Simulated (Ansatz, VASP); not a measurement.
**Two plane-wave programs on Ti2Co**

The input INCAR:

```
SYSTEM = Ti2Co
PREC = Accurate ; ENCUT = 520
EDIFF = 1E-6 ; ISMEAR = 0
SIGMA = 0.1 ; LREAL = .False.
LASPH = .True. ; NELM = 150
ALGO = Normal ; ISIF = 2
LWAVE = .False. ; LCHARG = .True.
ISPIN = 2 ; MAGMOM = 0 0 0 0 1.11 1.11
LORBIT = 11 ; LMAXMIX = 4
GGA = PS ; LELF = .True.
LVHAR = .True. ; NBANDS = 46
```

File KPOINTS:

```
regular mesh
0
Gamma
  10 10 10
  0 0 0
```

The input POSCAR:

```
Ti2Co
1.0
    0.0000000000      3.5593033761      3.5593033761
    3.5593033761      0.0000000000      3.5593033761
    3.5593033761      3.5593033761      0.0000000000
Ti Co
4 2
Direct
    0.1250000000      0.1250000000      0.1250000000
    0.6250000000      0.1250000000      0.1250000000
    0.1250000000      0.1250000000      0.6250000000
    0.1250000000      0.6250000000      0.1250000000
    0.5000000000      0.5000000000      0.5000000000
    0.7500000000      0.7500000000      0.7500000000
```

Input for Ansatz:

```yaml
crystal:
  lattice:
    - [0.0, 3.5593033761, 3.5593033761]
    - [3.5593033761, 0.0, 3.5593033761]
    - [3.5593033761, 3.5593033761, 0.0]
  atoms:
    - { symbol: Ti, position: [0.125, 0.125, 0.125] }
    - { symbol: Ti, position: [0.625, 0.125, 0.125] }
    - { symbol: Ti, position: [0.125, 0.125, 0.625] }
    - { symbol: Ti, position: [0.125, 0.625, 0.125] }
    - { symbol: Co, position: [0.5, 0.5, 0.5], spin: 1.11 }
    - { symbol: Co, position: [0.75, 0.75, 0.75], spin: 1.11 }
basis:
  ecutwfc: 420
kpoints:
  mp_grid: { grid: [10, 10, 10] }
hamiltonian:
  xc: pbesol
scf:
  occupations: { method: gaussian, width: 0.1 }
output:
  forces: true
  stress: true
  eigenvalues: true
  populations: true
  write_density: true
  write_potential: true
  elf: true
  volumetric_format: npy
magnetization:
  spin_polarized: true
```

Change from the starting cell: equal strain along all axes, cell held, atoms relaxed: +2.0 %.

Alike in both runs: task single point; functional PBEsol; k mesh 10 × 10 × 10; occupations gaussian, width 0.1 eV; collinear spin.

```csv
,VASP,Ansatz
version,VASP 6.6.1,Ansatz 0.2.0
potentials or method,"VASP PAW PBE potentials, release 64 (Ti_sv, Co), cutoff 520 eV","scalar-relativistic, plane waves, PAW"
valence electrons in the cell,66,82
```

|  | VASP | Ansatz | Ansatz less VASP |
| --- | --- | --- | --- |
| gap on the k mesh at the Fermi level (eV) | none | none | - |
| pressure (GPa) | -6.2 | -6.0 | +0.13 |
| net moment per atom (μB) | 0.35 | 0.36 | +0.006 |
| size of the moment on the site where the two differ most (μB) | 1.21 | 1.25 | +0.040 |

VASP's potentials were made for PBE, not for PBEsol. Site moments also hang on the region over which each program counts them. A gap of «none» marks a metal or a gap that the smearing closes. VASP's potentials hold 66 valence electrons a cell and Ansatz's 82, so a difference there can come from the potentials and not from the codes.
